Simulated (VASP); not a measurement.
# C (P6_3/mmc) in VASP: further runs, part 2 of 2

VASP 6.6.1. Earlier steps stand in the parts before.

## Step 4: Relaxation of cell and atoms, PBE

This run uses another cell than the first one, of 10.28 Å³/atom, 0.820 times its volume.

Input file INCAR:

```
PREC = Accurate
ENCUT = 600
EDIFF = 1E-6
ISMEAR = 0
SIGMA = 0.1
LREAL = False
LASPH = True
NELM = 100
ALGO = Normal
ISIF = 3
LWAVE = False
LCHARG = False
GGA = PE
IBRION = 2
NSW = 100
EDIFFG = -0.005
```

Input file KPOINTS:

```
Automatic mesh
0
Gamma
  18 18 6
```

Input file POSCAR:

```
C
1.0
    2.4672912616      0.0000000000      0.0000000000
   -1.2336456308      2.1367369111      0.0000000000
    0.0000000000      0.0000000000      7.8030730000
C
4
Direct
    0.0000000000      0.0000000000      0.2500000000
    0.0000000000      0.0000000000      0.7500000000
    0.3333333300      0.6666666700      0.2500000000
    0.6666666700      0.3333333300      0.7500000000
```

Potentials or basis: VASP PAW PBE potentials, release 64 (C).

The run is started by

```
$ cat potpaw_PBE.64/C/POTCAR > POTCAR
$ mpirun -np 1 vasp_std > vasp.out
```

OUTCAR:

```text
PREC = Accurate
   ENCUT = 600
   EDIFF = 1E-6
   ISMEAR = 0
   LREAL = False
   LASPH = True
   NELM = 100
   ISIF = 3
   GGA = PE
   IBRION = 2
   NSW = 100
   EDIFFG = -0.005

 ion  position               nearest neighbor table
   1  0.000  0.000  0.250-   3 1.42   3 1.42   3 1.42
   2  0.000  0.000  0.750-   4 1.42   4 1.42   4 1.42
   3  0.333  0.667  0.250-   1 1.42   1 1.42   1 1.42
   4  0.667  0.333  0.750-   2 1.42   2 1.42   2 1.42

  LATTYP: Found a hexagonal cell.
 ALAT       =     2.4672912616
 C/A-ratio  =     3.1626071561

  Lattice vectors:

 A1 = (   2.4672912616,   0.0000000000,   0.0000000000)
 A2 = (  -1.2336456308,   2.1367369111,   0.0000000000)
 A3 = (   0.0000000000,   0.0000000000,   7.8030730000)

[... 387 lines left out ...]
 cond. band min:       3.3538534909   @ k =   0.3333   0.3333   0.3333
 fundamental gap:      0.0020564390
 Fermi energy:         3.3526988930

 k-point     1 :       0.0000    0.0000    0.0000
  band No.  band energies     occupation
      1     -16.1929      2.00000
      2     -16.1172      2.00000
      3      -4.6360      2.00000
      4      -3.8416      2.00000
      5       0.3122      2.00000
      6       0.3122      2.00000
      7       0.3152      2.00000
      8       0.3152      2.00000
      9       6.6957      0.00000
     10      10.7859      0.00000
     11      11.6537      0.00000
     12      11.6591      0.00000
[... 331 lines left out ...]
 k-point    24 :       0.3889    0.1111    0.0000
  band No.  band energies     occupation
      1     -11.4998      2.00000
      2     -11.4508      2.00000
      3      -8.8650      2.00000
      4      -8.8282      2.00000
      5      -3.8893      2.00000
      6      -3.8741      2.00000
      7       0.6066      2.00000
      8       1.0451      2.00000
      9       5.3384      0.00000
     10       5.6664      0.00000
     11      11.9189      0.00000
     12      12.0470      0.00000

 [... further k-points ...]
[... 5 lines left out ...]
  --------------------------------------------------------------------------------------
  -------------------------------------------------------------------------------------
  Total        0.0025148      0.0025148      0.0194541      0.0000000     -0.0000000      0.0000000
  in kB        0.0969037      0.0969037      0.7496272      0.0000000     -0.0000000      0.0000000
  external PRESSURE =       0.3144782 kB  Pullay stress =       0.0000000 kB
[... 19 lines left out ...]
  FREE ENERGIE OF THE ION-ELECTRON SYSTEM (eV)
  ---------------------------------------------------
  free  energy   TOTEN  =       -36.9096524583 eV

  energy  without entropy=      -36.9087775105  energy(sigma->0) =      -36.90921498

 reached required accuracy - stopping structural energy minimisation
```

OSZICAR:

```text
N       E                     dE             d eps       ncg     rms          rms(c)
DAV:   1     0.658683132936E+02    0.65868E+02   -0.88072E+03  3552   0.135E+03
DAV:   2    -0.342267027016E+02   -0.10010E+03   -0.90768E+02  5112   0.246E+02
DAV:   3    -0.392757145108E+02   -0.50490E+01   -0.49950E+01  4420   0.570E+01
DAV:   4    -0.393518671568E+02   -0.76153E-01   -0.76028E-01  4488   0.800E+00
[... 147 lines left out ...]
DAV:   2    -0.369096497114E+02    0.49777E-06   -0.58066E-07  1868   0.608E-03
  25 F= -.36909650E+02 E0= -.36909212E+02  d E =-.223222E-05
       N       E                     dE             d eps       ncg     rms          rms(c)
DAV:   1    -0.369096553805E+02   -0.51713E-05   -0.92868E-05  3568   0.808E-02    0.645E-03
DAV:   2    -0.369096533757E+02    0.20048E-05   -0.23461E-06  3464   0.119E-02    0.357E-03
DAV:   3    -0.369096524583E+02    0.91742E-06   -0.29478E-06  3828   0.118E-02
  26 F= -.36909652E+02 E0= -.36909215E+02  d E =-.497911E-05
```

It took 17 min on 1 thread of AMD EPYC 7R13, shared host; peak memory 0.18 GiB.

Results:

| Item | Value |
| --- | --- |
| Free energy | -36.9097 eV |
| Relaxed volume | 10.39 Å³/atom |
| Relaxed cell | a = 2.467 Å, b = 2.467 Å, c = 7.890 Å, α = 90.00°, β = 90.00°, γ = 120.00° |
| Space group after relaxing (to 0.05 Å) | P6_3/mmc (No. 194) |
| Energy gained by relaxing | 0.1 meV/atom |
| Ionic steps | 26 |
| Pressure after relaxing | 0.0 GPa |
| Band gap on the k mesh | zero (filled and empty bands overlap) |

The path:
| step | energy change (eV) | largest force (eV/Å) | pressure (GPa) | volume (Å³) |
| --- | --- | --- | --- | --- |
| 1 | 0.0000 | 0.0000 | -0.09 | 41.14 |
| 2 | 0.0000 | 0.0000 | 0.39 | 41.10 |
| 3 | 0.0000 | 0.0000 | 0.10 | 41.12 |
| 4 | 0.0000 | 0.0000 | 0.07 | 41.12 |
| 5 | 0.0000 | 0.0000 | 0.05 | 41.14 |
| 6 | -0.0001 | 0.0000 | -0.05 | 41.20 |
| 7 | -0.0001 | 0.0000 | -0.20 | 41.32 |
| 8 | -0.0001 | 0.0000 | -0.51 | 41.56 |
| 9 | -0.0001 | 0.0000 | -0.29 | 41.40 |
| 10 | -0.0001 | 0.0000 | -0.43 | 41.48 |
| 11 | -0.0001 | 0.0000 | -0.32 | 41.43 |
| 12 | -0.0001 | 0.0000 | -0.38 | 41.46 |
| 13 | -0.0001 | 0.0000 | -0.36 | 41.46 |
| 14 | -0.0001 | 0.0000 | -0.37 | 41.47 |
| 15 | -0.0002 | 0.0000 | -0.37 | 41.48 |
| 16 | -0.0002 | 0.0000 | -0.37 | 41.50 |
| 17 | -0.0002 | 0.0000 | -0.38 | 41.54 |
| 18 | -0.0002 | 0.0000 | -0.40 | 41.62 |
| 19 | -0.0003 | 0.0000 | -0.29 | 41.61 |
| 20 | -0.0003 | 0.0000 | -0.13 | 41.59 |
| 21 | -0.0003 | 0.0000 | 0.21 | 41.55 |
| 22 | -0.0003 | 0.0000 | 0.03 | 41.57 |
| 23 | -0.0003 | 0.0000 | 0.02 | 41.57 |
| 24 | -0.0003 | 0.0000 | 0.03 | 41.57 |
| 25 | -0.0003 | 0.0000 | 0.04 | 41.57 |
| 26 | -0.0003 | 0.0000 | 0.03 | 41.58 |

Final structure:
```cif
data_structure
_symmetry_space_group_name_H-M 'P 1'
_symmetry_Int_Tables_number 1
_cell_length_a 2.4668
_cell_length_b 2.4668
_cell_length_c 7.8901
_cell_angle_alpha 90.000
_cell_angle_beta 90.000
_cell_angle_gamma 120.000
_cell_volume 41.58
loop_
_atom_site_label
_atom_site_type_symbol
_atom_site_fract_x
_atom_site_fract_y
_atom_site_fract_z
_atom_site_occupancy
C1 C 0.00000 0.00000 0.25000 1
C2 C 0.00000 0.00000 0.75000 1
C3 C 0.33333 0.66667 0.25000 1
C4 C 0.66667 0.33333 0.75000 1
```

Caveat: this functional lacks dispersion, which binds the layers, so the pressure and a relaxed spacing across them are unreliable.

## Step 5: Relaxation of cell and atoms, PBE

This run uses another cell than the first one, of 11.15 Å³/atom, 0.889 times its volume.

Input file INCAR:

```
ALGO = Normal ; EDIFF = 1E-6
EDIFFG = -0.005 ; ENCUT = 600
GGA = PE ; IBRION = 2
ISIF = 3 ; ISMEAR = 0
LASPH = True ; LCHARG = False
LREAL = False ; LWAVE = False
NELM = 80 ; NSW = 100
PREC = Accurate ; SIGMA = 0.1
```

Input file KPOINTS:

```
k-points
0
Gamma
  18 18 6
```

Input file POSCAR:

```
C
1.0
    2.4665327990      0.0000000000      0.0000000000
   -1.2332663995      2.1360800632      0.0000000000
    0.0000000000      0.0000000000      8.4654492465
C
4
Direct
    0.0000000000      0.0000000000      0.2500000000
    0.0000000000      0.0000000000      0.7500000000
    0.3333333333      0.6666666667      0.2500000000
    0.6666666667      0.3333333333      0.7500000000
```

The run is started by

```
$ cat potpaw_PBE.64/C/POTCAR > POTCAR
$ mpirun -np 1 vasp_std > vasp.out
```

It took 17 min on 1 thread of AMD EPYC 7R13, shared host; peak memory 0.19 GiB.

It converged, with:

```
Free energy                            : -36.9162 eV
Relaxed volume                         : 10.48 Å³/atom
Relaxed cell                           : a = 2.467 Å, b = 2.467 Å, c = 7.958 Å, α = 90.00°, β = 90.00°, γ = 120.00°
Space group after relaxing (to 0.05 Å) : P6_3/mmc (No. 194)
Energy gained by relaxing              : 0.6 meV/atom
Ionic steps                            : 14
Pressure after relaxing                : -0.1 GPa
Band gap on the k mesh                 : zero (filled and empty bands overlap)
```

The path:
```
step  energy change (eV)  largest force (eV/Å)  pressure (GPa)  volume (Å³)
   1              0.0000                0.0000            0.02        44.60
   2              0.0000                0.0000           -0.28        44.61
   3              0.0000                0.0000           -0.16        44.61
   4             -0.0001                0.0000           -0.15        44.58
   5             -0.0002                0.0000           -0.13        44.50
   6             -0.0004                0.0000           -0.10        44.34
   7             -0.0007                0.0000           -0.05        44.01
   8             -0.0014                0.0000            0.08        43.36
   9             -0.0022                0.0000            0.37        42.07
  10             -0.0022                0.0000            0.28        42.03
  11             -0.0022                0.0000            0.23        42.02
  12             -0.0023                0.0000            0.20        42.01
  13             -0.0023                0.0000            0.14        41.98
  14             -0.0023                0.0000           -0.06        41.93
```

Final structure:
```xyz
4
Lattice="2.4668 0.0000 0.0000 -1.2334 2.1363 0.0000 0.0000 0.0000 7.9576" Properties=species:S:1:pos:R:3 pbc="T T T"
C     0.0000    0.0000    1.9894
C     1.2334    2.1363    5.9682
C     0.0000    1.4242    1.9894
C     1.2334    0.7121    5.9682
```

Levels at points of the mesh, in eV from the Fermi level:
| k point | band 5 | band 6 | band 7 | band 8 | band 9 | band 10 | band 11 | band 12 |
| --- | --- | --- | --- | --- | --- | --- | --- | --- |
| (0.00, 0.00, 0.00) | -3.04 | -3.04 | -3.04 | -3.04 | 3.31 | 7.31 | 8.30 | 8.30 |
| (0.50, 0.00, 0.00) | -6.42 | -6.41 | -2.48 | -2.24 | 1.55 | 1.86 | 7.31 | 7.41 |
| (0.00, 0.00, 0.50) | -3.04 | -3.04 | -3.04 | -3.04 | 4.88 | 4.88 | 8.31 | 8.31 |
| (0.50, 0.00, 0.50) | -6.41 | -6.41 | -2.36 | -2.36 | 1.67 | 1.67 | 7.36 | 7.36 |

Caveat: this functional lacks dispersion, which binds the layers, so the pressure and a relaxed spacing across them are unreliable.

## Step 6: The runs side by side

```csv
task,cell,k mesh,cutoff (eV),gap on the mesh (eV),pressure (GPa),relaxed volume (Å³/atom)
single point,"a = 2.578, b = 2.578, c = 8.717 Å, angles 90.0, 90.0, 120.0°, 4 atoms",24 × 24 × 6,520,none,-22.8,-
relaxation of cell and atoms,"relaxed from a = 2.467, b = 2.467, c = 8.465 Å, angles 90.0, 90.0, 120.0°, 4 atoms",18 × 18 × 6,600,none,-0.1,10.48
relaxation of cell and atoms,"relaxed from a = 2.467, b = 2.467, c = 7.803 Å, angles 90.0, 90.0, 120.0°, 4 atoms",18 × 18 × 6,600,none,0.0,10.39
```

Alike in all rows: level PBE; potentials or basis VASP PAW PBE potentials, release 64 (C); no spin polarisation; smearing gaussian 0.1 eV.

Caveats: this functional lacks dispersion, which binds the layers, so the pressure and a relaxed spacing across them are unreliable.

Absolute energies hang on the potentials; compare differences alone.
